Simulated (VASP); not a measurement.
A run of VASP 6.6.1 is set up as follows.

Contents of INCAR:

```
SYSTEM = MgC2
PREC = Accurate
ENCUT = 520
EDIFF = 1E-6
ISMEAR = 0
SIGMA = 0.01
LREAL = .FALSE.
LASPH = .TRUE.
NELM = 80
ALGO = Normal
ISIF = 2
LWAVE = .FALSE.
LCHARG = .FALSE.
GGA = CA
NBANDS = 19
```

Contents of KPOINTS:

```
regular mesh
0
G
  3 3 2
  0 0 0
```

POSCAR

```
MgC2
1.0
    3.9507770000      0.0000000000      0.0000000000
    0.0000000000      3.9507770000      0.0000000000
    0.0000000000      0.0000000000      4.9870890000
Mg C
2 4
Direct
    0.5000000000      0.5000000000      0.0000000000
    0.0000000000      0.0000000000      0.5000000000
    0.8876550000      0.8876550000      0.0000000000
    0.6123450000      0.3876550000      0.5000000000
    0.1123450000      0.1123450000      0.0000000000
    0.3876550000      0.6123450000      0.5000000000
```

Potentials or basis: VASP PAW LDA potentials, release 64 (Mg, C).

The run is started by

```bash
$ cat potpaw_LDA.64/Mg/POTCAR potpaw_LDA.64/C/POTCAR > POTCAR
$ mpirun -np 1 vasp_std > vasp.out
```

(1) Estimate the largest force.

(2) Estimate the band gap on the k mesh.

(3) Estimate the pressure.

Answers

(1) 0.410 eV/Å.

(2) 2.51 eV, indirect (least direct gap 2.85 eV).

(3) -5.7 GPa.

Caveat: the k points lie up to 0.63 Å⁻¹ apart.
